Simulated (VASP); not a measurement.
# Ru (Pm-3m) in VASP: a series of runs

The runs below take Ru through single point, relaxation of cell and atoms, with r2SCAN.

Everything below comes from runs of VASP 6.6.1. Logs are shortened: lines on timing, memory, paths and dates and some standing lists are left out, and cuts for length are marked.

### Step 1. The cell of the first run

The structure is cubic, space group Pm-3m (No. 221). Conventional cell: a = 2.524 Å, b = 2.524 Å, c = 2.524 Å, α = 90.00°, β = 90.00°, γ = 90.00°. Ru (site symmetry m-3m) has 6 Ru at 2.52 Å within 3.3 Å.

This isn't the form of Ru at room conditions, which is hcp.

### Step 2. Single point, r2SCAN (16.08 Å³/atom)

POSCAR reads:

```
Ru
1.0
    2.5242273933      0.0000000000      0.0000000000
    0.0000000000      2.5242273933      0.0000000000
    0.0000000000      0.0000000000      2.5242273933
Ru
1
Direct
    0.0000000000      0.0000000000      0.0000000000
```

INCAR.step1 reads:

```
SYSTEM = Ru
PREC = Accurate
ENCUT = 620
ISMEAR = -1
SIGMA = 0.1
LREAL = .FALSE.
LASPH = .TRUE.
NELM = 120
NBANDS = 14
GGA = PE
ALGO = Normal
EDIFF = 1E-5
LWAVE = .TRUE.
LCHARG = .FALSE.
GGA_COMPAT = .FALSE.
```

INCAR.step2 reads:

```
SYSTEM = Ru
PREC = Accurate
ENCUT = 620
EDIFF = 1E-6
ISMEAR = -1
SIGMA = 0.1
LREAL = .FALSE.
LASPH = .TRUE.
NELM = 120
ALGO = Normal
ISIF = 2
LWAVE = .FALSE.
LCHARG = .FALSE.
METAGGA = R2SCAN
LMIXTAU = .TRUE.
NBANDS = 14
ISTART = 1
GGA_COMPAT = .FALSE.
```

KPOINTS reads:

```
regular mesh
0
G
  14 14 14
  0 0 0
```

Potentials or basis: VASP PAW PBE potentials, release 64 (Ru_sv).

On the command line:

```bash
$ cat potpaw_PBE.64/Ru_sv/POTCAR > POTCAR
$ cp INCAR.step1 INCAR
$ mpirun -np 1 vasp_std > vasp.out
$ cp INCAR.step2 INCAR
$ mpirun -np 1 vasp_std > vasp.out
```

OUTCAR:

```text
SYSTEM = Ru
   PREC = Accurate
   ENCUT = 620
   EDIFF = 1E-6
   ISMEAR = -1
   LREAL = .FALSE.
   LASPH = .TRUE.
   NELM = 120
   ISIF = 2
   METAGGA = R2SCAN
   ISTART = 1

 ion  position               nearest neighbor table
   1  0.000  0.000  0.000-

  LATTYP: Found a simple cubic cell.
 ALAT       =     2.5242273933

  Lattice vectors:

 A1 = (   2.5242273933,   0.0000000000,   0.0000000000)
 A2 = (   0.0000000000,   2.5242273933,   0.0000000000)
 A3 = (   0.0000000000,   0.0000000000,   2.5242273933)

Analysis of symmetry for initial positions (statically):
=====================================================================
 Subroutine PRICEL returns:
 Original cell was already a primitive cell.

 Routine SETGRP: Setting up the symmetry group for a
 simple cubic supercell.

 Subroutine GETGRP returns: Found 48 space group operations
 (whereof 48 operations were pure point group operations)
 out of a pool of 48 trial point group operations.

The static configuration has the point symmetry O_h .

Analysis of symmetry for dynamics (positions and initial velocities):
=====================================================================
 Subroutine PRICEL returns:
 Original cell was already a primitive cell.

 Routine SETGRP: Setting up the symmetry group for a
 simple cubic supercell.

 Subroutine GETGRP returns: Found 48 space group operations
 (whereof 48 operations were pure point group operations)
 out of a pool of 48 trial point group operations.

The dynamic configuration has the point symmetry O_h .

 Subroutine INISYM returns: Found 48 space group operations
 (whereof 48 operations are pure point group operations),
 and found     1 'primitive' translations

----------------------------------------------------------------------------------------

                                     Primitive cell

  volume of cell :      16.0837

  direct lattice vectors                    reciprocal lattice vectors
     2.524227393  0.000000000  0.000000000     0.396160822  0.000000000  0.000000000
     0.000000000  2.524227393  0.000000000     0.000000000  0.396160822  0.000000000
     0.000000000  0.000000000  2.524227393     0.000000000  0.000000000  0.396160822

  length of vectors
     2.524227393  2.524227393  2.524227393     0.396160822  0.396160822  0.396160822

  position of ions in fractional coordinates (direct lattice)
     0.000000000  0.000000000  0.000000000

  ion indices of the primitive-cell ions
   primitive index   ion index
                 1           1

----------------------------------------------------------------------------------------

 KPOINTS: regular mesh

Automatic generation of k-mesh.
 Grid dimensions read from file:
 generate k-points for:   14   14   14

 Generating k-lattice:

  Cartesian coordinates                     Fractional coordinates (reciprocal lattice)
     0.028297202  0.000000000  0.000000000     0.071428571  0.000000000  0.000000000
     0.000000000  0.028297202  0.000000000     0.000000000  0.071428571  0.000000000
     0.000000000  0.000000000  0.028297202     0.000000000  0.000000000  0.071428571

  Length of vectors
     0.028297202  0.028297202  0.028297202

  Shift w.r.t. Gamma in fractional coordinates (k-lattice)
     0.000000000  0.000000000  0.000000000

 Subroutine IBZKPT returns following result:
 ===========================================

 Found    120 irreducible k-points:

 Following reciprocal coordinates:
            Coordinates               Weight
  0.000000  0.000000  0.000000      1.000000
  0.071429  0.000000  0.000000      6.000000
  0.142857  0.000000  0.000000      6.000000
  0.214286  0.000000  0.000000      6.000000
  0.285714  0.000000  0.000000      6.000000
  0.357143  0.000000  0.000000      6.000000
[... 16 lines left out ...]
  0.285714  0.214286  0.000000     24.000000
  0.357143  0.214286  0.000000     24.000000
 [... further k-points ...]
   k-points           NKPTS =    120   k-points in BZ     NKDIM =    120   number of bands    NBANDS=     14
   number of dos      NEDOS =    301   number of ions     NIONS =      1
   total plane-waves  NPLWV =   8000
   dimension x,y,z NGX =    20 NGY =   20 NGZ =   20
   dimension x,y,z NGXF=    40 NGYF=   40 NGZF=   40
   ions per type =               1
   NGX,Y,Z   is equivalent  to a cutoff of  13.17, 13.17, 13.17 a.u.
   NGXF,Y,Z  is equivalent  to a cutoff of  26.34, 26.34, 26.34 a.u.
 SYSTEM =  Ru
   PREC   = accura    normal or accurate (medium, high low for compatibility)
   ISTART =      1    job   : 0-new  1-cont  2-samecut
   ICHARG =      0    charge: 1-file 2-atom 10-const
   ISPIN  =      1    spin polarized calculation?
   LNONCOLLINEAR =      F non collinear calculations
   LSORBIT =      F    spin-orbit coupling
   LASPH  =      T    aspherical Exc in radial PAW
   ENCUT  =  620.0 eV  45.57 Ry    6.75 a.u.   5.12  5.12  5.12*2*pi/ulx,y,z
   NELM   =    120;   NELMIN=  2; NELMDL=  0     # of ELM steps
   EDIFF  = 0.1E-05   stopping-criterion for ELM
   LREAL  =      F    real-space projection
   EDIFFG = 0.1E-04   stopping-criterion for IOM
   NSW    =      0    number of steps for IOM
   IBRION =     -1    ionic relax: 0-MD 1-quasi-New 2-CG
   NFREE  =      0    steps in history (QN), initial steepest desc. (CG)
   ISIF   =      2    stress and relaxation
   ISYM   =      2    0-nonsym 1-usesym 2-fastsym
   POTIM  = 0.5000    time-step for ionic-motion
   TEBEG  =    0.0;   TEEND  =   0.0 temperature during run
   PSTRESS=    0.0 pullay stress
   NELECT =      16.0000    total number of electrons
   NUPDOWN=      -1.0000    fix difference up-down
   EMIN   =  10.00;   EMAX   =-10.00  energy-range for DOS
   EFERMI =   0.00;   METHOD = LEGACY
   ISMEAR =    -1;   SIGMA  =   0.10  broadening in eV -4-tet -1-fermi 0-gaus
   EFERMI_NEDOS =   21; number of points for ismear=-14 and -15
   IALGO  =     38    algorithm
   IMIX   =      4    mixing-type and parameters
     AMIX     =   0.40;   BMIX     =  1.00
     AMIX_MAG =   1.60;   BMIX_MAG =  1.00
  volume/ion in A,a.u.               =      16.08       108.54
  Fermi-wavevector in a.u.,A,eV,Ry     =   1.634254  3.088293 36.338273  2.670788
  Thomas-Fermi vector in A             =   2.725924
   LORBIT       =      0    0 simple, 1 ext, 2 COOP (PROOUT), +10 PAW based schemes
   METAGGA = R2SCAN    functional components
   LHFCALC =     F    Hartree Fock is set to
   AEXX    =    0.0000 exact exchange contribution
   IVDW    =     0    specifies the selected vdW correction
   LEPSILON=     F    determine dielectric tensor
   LRPA    =     F    only Hartree local field effects (RPA)
 non-spin polarized calculation
  energy-cutoff  :      620.00
  volume of cell :       16.08
 maximum number of plane-waves:       587
   NGX = 11   NGY = 11   NGZ = 11

 number of electron      16.0000006 magnetization

 Free energy of the ion-electron system (eV)
  ---------------------------------------------------
  ext. energy  EPLUGINS =         0.00000000
  ---------------------------------------------------
  free energy    TOTEN  =       -24.30872695 eV

  energy without entropy =      -24.25712399  energy(sigma->0) =      -24.28292547

 E-fermi :  12.1238     XC(G=0): -14.0247

 val. band max:       12.1139337031   @ k =   0.2857   0.1429   0.0000
 cond. band min:      12.1256309723   @ k =   0.2857   0.0714   0.0714
 fundamental gap:      0.0116972691
 Fermi energy:        12.1237606597

 k-point     1 :       0.0000    0.0000    0.0000
  band No.  band energies     occupation
      1     -62.9525      2.00000
      2     -31.5938      2.00000
      3     -31.5938      2.00000
      4     -31.5938      2.00000
      5       4.9095      2.00000
      6       6.6523      2.00000
      7       6.6523      2.00000
      8      13.7708      0.00000
      9      13.7708      0.00000
     10      13.7708      0.00000
     11      29.4598      0.00000
     12      29.4598      0.00000
     13      29.4598      0.00000
     14      37.4511      0.00000

 k-point     2 :       0.0714    0.0000    0.0000
  band No.  band energies     occupation
      1     -62.9459      2.00000
      2     -31.6492      2.00000
      3     -31.5891      2.00000
      4     -31.5891      2.00000
      5       5.0691      2.00000
      6       6.6874      2.00000
      7       6.8146      2.00000
      8      13.6090      0.00000
      9      13.6090      0.00000
     10      13.7831      0.00000
     11      28.4871      0.00000
     12      29.7512      0.00000
     13      29.7512      0.00000
     14      36.3166      0.00000

 k-point     3 :       0.1429    0.0000    0.0000
  band No.  band energies     occupation
      1     -62.9273      2.00000
      2     -31.8032      2.00000
      3     -31.5760      2.00000
      4     -31.5760      2.00000
      5       5.4859      2.00000
      6       6.7870      2.00000
      7       7.3285      2.00000
      8      13.1800      0.00005
      9      13.1800      0.00005
     10      13.8177      0.00000
     11      26.5045      0.00000
     12      30.5581      0.00000
     13      30.5581      0.00000
     14      34.5048      0.00000

 k-point     4 :       0.2143    0.0000    0.0000
  band No.  band energies     occupation
      1     -62.9004      2.00000
      2     -32.0219      2.00000
      3     -31.5571      2.00000
      4     -31.5571      2.00000
      5       6.0233      2.00000
      6       6.9349      2.00000
      7       8.2240      2.00000
      8      12.6124      0.01499
      9      12.6124      0.01499
     10      13.8681      0.00000
     11      24.4080      0.00000
     12      31.7220      0.00000
     13      31.7220      0.00000
     14      32.7428      0.00000

 k-point     5 :       0.2857    0.0000    0.0000
  band No.  band energies     occupation
      1     -62.8704      2.00000
      2     -32.2594      2.00000
      3     -31.5360      2.00000
      4     -31.5360      2.00000
      5       6.5763      2.00000
      6       7.1051      2.00000
      7       9.4165      2.00000
      8      12.0395      1.39785
      9      12.0395      1.39785
     10      13.9247      0.00000
     11      22.5186      0.00000
[... 276 lines left out ...]
 k-point    22 :       0.2143    0.2143    0.0000
  band No.  band energies     occupation
      1     -62.8490      2.00000
      2     -31.9897      2.00000
      3     -31.9661      2.00000
      4     -31.5211      2.00000
      5       6.8792      2.00000
      6       8.0322      2.00000
      7       8.8621      2.00000
      8      11.7083      1.96910
      9      12.6445      0.01089
     10      12.8800      0.00104
     11      25.4538      0.00000
     12      26.6386      0.00000
     13      33.0249      0.00000
     14      34.0412      0.00000

 k-point    23 :       0.2857    0.2143    0.0000
  band No.  band energies     occupation
      1     -62.8193      2.00000
      2     -32.2121      2.00000
      3     -31.9521      2.00000
      4     -31.5004      2.00000
      5       7.2150      2.00000
      6       8.2261      2.00000
      7       9.5504      2.00000
      8      11.8775      1.84293
      9      12.1895      0.68276
     10      12.8677      0.00117
     11      23.7211      0.00000
     12      27.2666      0.00000
     13      32.3583      0.00000
     14      35.3921      0.00000

 k-point    24 :       0.3571    0.2143    0.0000
  band No.  band energies     occupation
      1     -62.7925      2.00000
      2     -32.4182      2.00000
      3     -31.9295      2.00000
      4     -31.4817      2.00000
      5       7.5135      2.00000
      6       8.2394      2.00000
      7       9.7832      2.00000
      8      11.7401      1.95778
      9      12.9337      0.00061
     10      12.9922      0.00034
     11      21.8700      0.00000
     12      28.2324      0.00000
     13      31.6858      0.00000
     14      36.2619      0.00000

 [... further k-points ...]

------------------------ aborting loop because EDIFF is reached ----------------------------------------

  FORCE on cell =-STRESS in cart. coord.  units (eV):
  Direction    XX          YY          ZZ          XY          YZ          ZX
  --------------------------------------------------------------------------------------
  -------------------------------------------------------------------------------------
  Total       -0.8211079     -0.8211079     -0.8211079     -0.0000000     -0.0000000      0.0000000
  in kB      -81.7947450    -81.7947450    -81.7947450     -0.0000000     -0.0000000      0.0000000
  external PRESSURE =     -81.7947450 kB  Pullay stress =       0.0000000 kB

 VOLUME and BASIS-vectors are now :
 -----------------------------------------------------------------------------
  energy-cutoff  :      620.00
  volume of cell :       16.08
      direct lattice vectors                 reciprocal lattice vectors
     2.524227393  0.000000000  0.000000000     0.396160822  0.000000000  0.000000000
     0.000000000  2.524227393  0.000000000     0.000000000  0.396160822  0.000000000
     0.000000000  0.000000000  2.524227393     0.000000000  0.000000000  0.396160822

 POSITION                                       TOTAL-FORCE (eV/Angst)
 -----------------------------------------------------------------------------------
      0.00000      0.00000      0.00000         0.000000      0.000000      0.000000
 -----------------------------------------------------------------------------------
    total drift:                               -0.000000      0.000000      0.000000

  FREE ENERGIE OF THE ION-ELECTRON SYSTEM (eV)
  ---------------------------------------------------
  free  energy   TOTEN  =       -24.3087269493 eV

  energy  without entropy=      -24.2571239862  energy(sigma->0) =      -24.28292547
```

It took 36 s on 1 thread of Intel Xeon 6975P-C (Granite Rapids), shared host; peak memory 0.14 GiB.

What came out:

```yaml
Free_energy: -24.3087 eV
Pressure: -8.2 GPa
Band_gap_on_the_k_mesh: zero (bands 8 and 9 overlap by 4.50 eV)
```

Caveat: the cell stands under tension; the PAW data sets were made with another functional, which shifts forces and pressure a little.

(Continued in part 2 of 2.)

The gap in the log of VASP goes by the Fermi energy; the results here count the filled bands.